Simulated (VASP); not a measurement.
Wanted: the native input for a VASP 6.6.1 run.

* Task: single point
* Functional: PBEsol
* Potentials or basis: VASP PAW PBE potentials, release 64 (Sn_d, O)
* Cutoff: 520 eV
* k mesh: 8 × 5 × 3
* Occupations: gaussian, width 0.05 eV
* Spin: no spin polarisation
* Dipole correction: no
* Further INCAR settings: ALGO = Normal; EDIFF = 1e-06; NBANDS = 72

The structure of SnO lies in POSCAR:

```
SnO
1.0
   -3.3156086772      0.0000000000      0.0000000000
    0.0000000000     -5.7050005398      0.0000000000
    0.0000000000     -2.8525002699     11.6824937061
Sn O
6 6
Direct
    0.0000000000      0.3243661680      0.8836914207
    0.0000000000      0.6576995014      0.2170247540
    0.0000000000      0.4910328347      0.5503580874
    0.5000000000     -0.1247242554      0.7170247540
    0.5000000000      0.2086090779      0.0503580874
    0.5000000000      0.0419424113      0.3836914207
    0.0000000000     -0.3601444194      0.9495755793
    0.0000000000     -0.0268110861      0.2829089126
    0.0000000000     -0.1934777528      0.6162422460
    0.5000000000      0.4939021735      0.7829089126
    0.5000000000      0.8272355068      0.1162422460
    0.5000000000      0.6605688401      0.4495755793
```

One way to write it, as run:

INCAR

```
SYSTEM = SnO
PREC     = Accurate       ! precision mode
ENCUT    = 520            ! plane-wave cutoff, eV
EDIFF    = 1E-6           ! SCF threshold, eV
ISMEAR   = 0              ! smearing method
SIGMA    = 0.05           ! smearing width, eV
LREAL    = .FALSE.        ! projectors in reciprocal space
LASPH    = .TRUE.         ! aspherical terms in the spheres
NELM     = 80             ! most SCF steps
ALGO     = Normal         ! electronic algorithm
ISIF     = 2              ! what is computed and relaxed
LWAVE    = .FALSE.        ! write WAVECAR
LCHARG   = .TRUE.         ! write CHGCAR
GGA      = PS             ! functional
LELF     = .TRUE.         ! ELF
LVHAR    = .TRUE.       
NBANDS   = 72             ! bands
```

KPOINTS

```
regular mesh
0
G
  8 5 3
  0 0 0
```

Potentials or basis: VASP PAW PBE potentials, release 64 (Sn_d, O).

Command:

```bash
$ cat potpaw_PBE.64/Sn_d/POTCAR potpaw_PBE.64/O/POTCAR > POTCAR
$ mpirun -np 1 vasp_std > vasp.out
```

It gave:

```yaml
Pressure: 1.8 GPa
Largest_force: 5.499 eV/Å
Band_gap_on_the_k_mesh: 0.13 eV (least direct gap 0.39 eV)
```

Caveat: the PAW data sets were made with another functional, which shifts forces and pressure a little; spin-orbit coupling is left out, which moves the levels of the heavy elements; an odd mesh through Γ misses points on the zone boundary, where band edges can lie.

Run time: 25 min on 1 thread of Oxide Virtual Turin-like Processor (shared host), peak memory 0.56 GiB.
